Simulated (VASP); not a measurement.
# Te (Pm-3m) in VASP: a series of runs

The runs below take Te through single point, relaxation of cell and atoms, with LDA.

All numbers are computed with VASP 6.6.1; they aren't measurements. Logs are shortened: lines on timing, memory, paths and dates and some standing lists are left out, and cuts for length are marked.

### Step 1. The cell of the first run

It takes space group Pm-3m (No. 221, cubic). The conventional cell has a = 3.125 Å, b = 3.125 Å, c = 3.125 Å, α = 90.00°, β = 90.00°, γ = 90.00°. Within 4.1 Å of Te (site symmetry m-3m) lie 6 Te at 3.13 Å.

### Step 2. Single point, LDA

Input file INCAR:

```
  PREC = Accurate
  ENCUT = 520
  EDIFF = 1E-6
  ISMEAR = 0
  SIGMA = 0.05
  LREAL = False
  LASPH = True
  NELM = 100
  ALGO = Normal
  ISIF = 2
  LWAVE = False
  LCHARG = False
  NBANDS = 9
```

Input file KPOINTS:

```
Automatic mesh
0
Gamma
  7 7 7
```

Input file POSCAR:

```
Te
1.0
    3.1254642421      0.0000000000      0.0000000000
    0.0000000000      3.1254642421      0.0000000000
    0.0000000000      0.0000000000      3.1254642421
Te
1
Direct
    0.0000000000      0.0000000000      0.0000000000
```

Potentials or basis: VASP PAW LDA potentials, release 64 (Te).

Command:

```
> cat potpaw_LDA.64/Te/POTCAR > POTCAR
> mpirun -np 1 vasp_std > vasp.out
```

OUTCAR:

```text
PREC = Accurate
   ENCUT = 520
   EDIFF = 1E-6
   ISMEAR = 0
   LREAL = False
   LASPH = True
   NELM = 100
   ISIF = 2

 ion  position               nearest neighbor table
   1  0.000  0.000  0.000-

  LATTYP: Found a simple cubic cell.
 ALAT       =     3.1254642421

  Lattice vectors:

 A1 = (   3.1254642421,   0.0000000000,   0.0000000000)
 A2 = (   0.0000000000,   3.1254642421,   0.0000000000)
 A3 = (   0.0000000000,   0.0000000000,   3.1254642421)

Analysis of symmetry for initial positions (statically):
=====================================================================
 Subroutine PRICEL returns:
 Original cell was already a primitive cell.

 Routine SETGRP: Setting up the symmetry group for a
 simple cubic supercell.

 Subroutine GETGRP returns: Found 48 space group operations
 (whereof 48 operations were pure point group operations)
 out of a pool of 48 trial point group operations.

The static configuration has the point symmetry O_h .

Analysis of symmetry for dynamics (positions and initial velocities):
=====================================================================
 Subroutine PRICEL returns:
 Original cell was already a primitive cell.

 Routine SETGRP: Setting up the symmetry group for a
 simple cubic supercell.

 Subroutine GETGRP returns: Found 48 space group operations
 (whereof 48 operations were pure point group operations)
 out of a pool of 48 trial point group operations.

The dynamic configuration has the point symmetry O_h .

 Subroutine INISYM returns: Found 48 space group operations
 (whereof 48 operations are pure point group operations),
 and found     1 'primitive' translations

----------------------------------------------------------------------------------------

                                     Primitive cell

  volume of cell :      30.5312

  direct lattice vectors                    reciprocal lattice vectors
     3.125464242  0.000000000  0.000000000     0.319952469  0.000000000  0.000000000
     0.000000000  3.125464242  0.000000000     0.000000000  0.319952469  0.000000000
     0.000000000  0.000000000  3.125464242     0.000000000  0.000000000  0.319952469

  length of vectors
     3.125464242  3.125464242  3.125464242     0.319952469  0.319952469  0.319952469

  position of ions in fractional coordinates (direct lattice)
     0.000000000  0.000000000  0.000000000

  ion indices of the primitive-cell ions
   primitive index   ion index
                 1           1

----------------------------------------------------------------------------------------

 KPOINTS: Automatic mesh

Automatic generation of k-mesh.
 Grid dimensions read from file:
 generate k-points for:    7    7    7

 Generating k-lattice:

  Cartesian coordinates                     Fractional coordinates (reciprocal lattice)
     0.045707496  0.000000000  0.000000000     0.142857143  0.000000000  0.000000000
     0.000000000  0.045707496  0.000000000     0.000000000  0.142857143  0.000000000
     0.000000000  0.000000000  0.045707496     0.000000000  0.000000000  0.142857143

  Length of vectors
     0.045707496  0.045707496  0.045707496

  Shift w.r.t. Gamma in fractional coordinates (k-lattice)
     0.000000000  0.000000000  0.000000000

 Subroutine IBZKPT returns following result:
 ===========================================

 Found     20 irreducible k-points:

 Following reciprocal coordinates:
            Coordinates               Weight
  0.000000  0.000000  0.000000      1.000000
  0.142857  0.000000  0.000000      6.000000
  0.285714  0.000000  0.000000      6.000000
  0.428571  0.000000  0.000000      6.000000
  0.142857  0.142857  0.000000     12.000000
  0.285714  0.142857  0.000000     24.000000
[... 12 lines left out ...]
  0.428571  0.428571  0.285714     24.000000
  0.428571  0.428571  0.428571      8.000000
   k-points           NKPTS =     20   k-points in BZ     NKDIM =     20   number of bands    NBANDS=      9
   number of dos      NEDOS =    301   number of ions     NIONS =      1
   total plane-waves  NPLWV =  13824
   dimension x,y,z NGX =    24 NGY =   24 NGZ =   24
   dimension x,y,z NGXF=    48 NGYF=   48 NGZF=   48
   ions per type =               1
   NGX,Y,Z   is equivalent  to a cutoff of  12.77, 12.77, 12.77 a.u.
   NGXF,Y,Z  is equivalent  to a cutoff of  25.53, 25.53, 25.53 a.u.
 SYSTEM =  unknown system
   PREC   = accura    normal or accurate (medium, high low for compatibility)
   ISTART =      0    job   : 0-new  1-cont  2-samecut
   ICHARG =      2    charge: 1-file 2-atom 10-const
   ISPIN  =      1    spin polarized calculation?
   LNONCOLLINEAR =      F non collinear calculations
   LSORBIT =      F    spin-orbit coupling
   LASPH  =      T    aspherical Exc in radial PAW
   ENCUT  =  520.0 eV  38.22 Ry    6.18 a.u.   5.81  5.81  5.81*2*pi/ulx,y,z
   NELM   =    100;   NELMIN=  2; NELMDL= -5     # of ELM steps
   EDIFF  = 0.1E-05   stopping-criterion for ELM
   LREAL  =      F    real-space projection
   EDIFFG = 0.1E-04   stopping-criterion for IOM
   NSW    =      0    number of steps for IOM
   IBRION =     -1    ionic relax: 0-MD 1-quasi-New 2-CG
   NFREE  =      0    steps in history (QN), initial steepest desc. (CG)
   ISIF   =      2    stress and relaxation
   ISYM   =      2    0-nonsym 1-usesym 2-fastsym
   POTIM  = 0.5000    time-step for ionic-motion
   TEBEG  =    0.0;   TEEND  =   0.0 temperature during run
   PSTRESS=    0.0 pullay stress
   NELECT =       6.0000    total number of electrons
   NUPDOWN=      -1.0000    fix difference up-down
   EMIN   =  10.00;   EMAX   =-10.00  energy-range for DOS
   EFERMI =   0.00;   METHOD = LEGACY
   ISMEAR =     0;   SIGMA  =   0.05  broadening in eV -4-tet -1-fermi 0-gaus
   EFERMI_NEDOS =   21; number of points for ismear=-14 and -15
   IALGO  =     38    algorithm
   IMIX   =      4    mixing-type and parameters
     AMIX     =   0.40;   BMIX     =  1.00
     AMIX_MAG =   1.60;   BMIX_MAG =  1.00
  volume/ion in A,a.u.               =      30.53       206.03
  Fermi-wavevector in a.u.,A,eV,Ry     =   0.951796  1.798634 12.325740  0.905916
  Thomas-Fermi vector in A             =   2.080300
   LORBIT       =      0    0 simple, 1 ext, 2 COOP (PROOUT), +10 PAW based schemes
   GGA     = CA    functional components
   LHFCALC =     F    Hartree Fock is set to
   AEXX    =    0.0000 exact exchange contribution
   IVDW    =     0    specifies the selected vdW correction
   LEPSILON=     F    determine dielectric tensor
   LRPA    =     F    only Hartree local field effects (RPA)
 non-spin polarized calculation
 Gauss-broadening in eV      SIGMA  =   0.05
  energy-cutoff  :      520.00
  volume of cell :       30.53
 maximum number of plane-waves:       830
 NGX is ok and might be reduce to    24
   NGX = 11   NGY = 11   NGZ = 11

 number of electron       5.9999999 magnetization

 Free energy of the ion-electron system (eV)
  ---------------------------------------------------
  ext. energy  EPLUGINS =         0.00000000
  ---------------------------------------------------
  free energy    TOTEN  =        -3.75022619 eV

  energy without entropy =       -3.74898998  energy(sigma->0) =       -3.74960809

 E-fermi :   7.2544     XC(G=0):  -9.7846

 val. band max:        7.2202291794   @ k =   0.2857   0.1429   0.1429
 cond. band min:       7.4266441628   @ k =   0.2857   0.1429   0.1429
 fundamental gap:      0.2064149834
 Fermi energy:         7.2544326647

 k-point     1 :       0.0000    0.0000    0.0000
  band No.  band energies     occupation
      1      -6.9493      2.00000
      2       8.4602      0.00000
      3       8.4602      0.00000
      4       8.4602      0.00000
      5      13.1947      0.00000
      6      13.1947      0.00000
      7      13.8403      0.00000
      8      24.7066      0.00000
      9      24.7066      0.00000

 k-point     2 :       0.1429    0.0000    0.0000
  band No.  band energies     occupation
      1      -6.6913      2.00000
      2       6.1802      2.00000
      3       8.6935      0.00000
      4       8.6935      0.00000
      5      13.4245      0.00000
      6      13.8589      0.00000
      7      16.1811      0.00000
      8      22.1956      0.00000
      9      22.1956      0.00000

 k-point     3 :       0.2857    0.0000    0.0000
  band No.  band energies     occupation
      1      -5.9836      2.00000
      2       3.1162      2.00000
      3       9.2936      0.00000
      4       9.2936      0.00000
      5      14.0766      0.00000
      6      14.6848      0.00000
      7      19.6659      0.00000
      8      19.6659      0.00000
      9      19.6696      0.00000

 k-point     4 :       0.4286    0.0000    0.0000
  band No.  band energies     occupation
      1      -5.1769      2.00000
      2       1.0404      2.00000
      3       9.8901      0.00000
      4       9.8901      0.00000
      5      14.9021      0.00000
      6      16.0529      0.00000
      7      17.9717      0.00000
      8      18.0803      0.00000
      9      18.0803      0.00000
[... 157 lines left out ...]
 k-point    18 :       0.4286    0.2857    0.2857
  band No.  band energies     occupation
      1      -3.2055      2.00000
      2       2.8243      2.00000
      3       5.4215      2.00000
      4       5.8474      2.00000
      5      11.9600      0.00000
      6      12.9253      0.00000
      7      15.2544      0.00000
      8      19.5486      0.00000
      9      22.6862      0.00000

 k-point    19 :       0.4286    0.4286    0.2857
  band No.  band energies     occupation
      1      -2.3539      2.00000
      2       3.4614      2.00000
      3       3.5401      2.00000
      4       6.3158      2.00000
      5      10.5510      0.00000
      6      13.3936      0.00000
      7      13.5704      0.00000
      8      17.4732      0.00000
      9      24.1002      0.00000

 k-point    20 :       0.4286    0.4286    0.4286
  band No.  band energies     occupation
      1      -1.4685      2.00000
      2       4.0869      2.00000
      3       4.0869      2.00000
      4       4.2698      2.00000
      5      11.3746      0.00000
      6      11.8255      0.00000
      7      11.8255      0.00000
      8      15.2846      0.00000
      9      27.4892      0.00000

------------------------ aborting loop because EDIFF is reached ----------------------------------------

  FORCE on cell =-STRESS in cart. coord.  units (eV):
  Direction    XX          YY          ZZ          XY          YZ          ZX
  --------------------------------------------------------------------------------------
  -------------------------------------------------------------------------------------
  Total        0.0198198      0.0198198      0.0198198      0.0000000      0.0000000     -0.0000000
  in kB        1.0400767      1.0400767      1.0400767      0.0000000      0.0000000     -0.0000000
  external PRESSURE =       1.0400767 kB  Pullay stress =       0.0000000 kB

 VOLUME and BASIS-vectors are now :
 -----------------------------------------------------------------------------
  energy-cutoff  :      520.00
  volume of cell :       30.53
      direct lattice vectors                 reciprocal lattice vectors
     3.125464242  0.000000000  0.000000000     0.319952469  0.000000000  0.000000000
     0.000000000  3.125464242  0.000000000     0.000000000  0.319952469  0.000000000
     0.000000000  0.000000000  3.125464242     0.000000000  0.000000000  0.319952469

 POSITION                                       TOTAL-FORCE (eV/Angst)
 -----------------------------------------------------------------------------------
      0.00000      0.00000      0.00000         0.000000      0.000000      0.000000
 -----------------------------------------------------------------------------------
    total drift:                               -0.000000      0.000000      0.000000

  FREE ENERGIE OF THE ION-ELECTRON SYSTEM (eV)
  ---------------------------------------------------
  free  energy   TOTEN  =        -3.7502261900 eV

  energy  without entropy=       -3.7489899826  energy(sigma->0) =       -3.74960809
```

It took 2.5 s on 1 thread of Intel Xeon Platinum 8488C (Sapphire Rapids), shared host; peak memory 0.12 GiB.

Results:

| Quantity | Value |
| --- | --- |
| Free energy | -3.7502 eV |
| Pressure | 0.1 GPa |
| Band gap on the k mesh | zero (band 3 reaches 9.89 eV, above the bottom of band 4 at 4.27 eV) |

Levels at points of the mesh, in eV from the Fermi level:
```csv
k point,band 1,band 2,band 3,band 4,band 5,band 6,band 7,band 8
"(0.00, 0.00, 0.00)",-14.20,1.21,1.21,1.21,5.94,5.94,6.59,17.45
```

Caveat: spin-orbit coupling is left out, which moves the levels of the heavy elements.

[end of part 1 of 2]
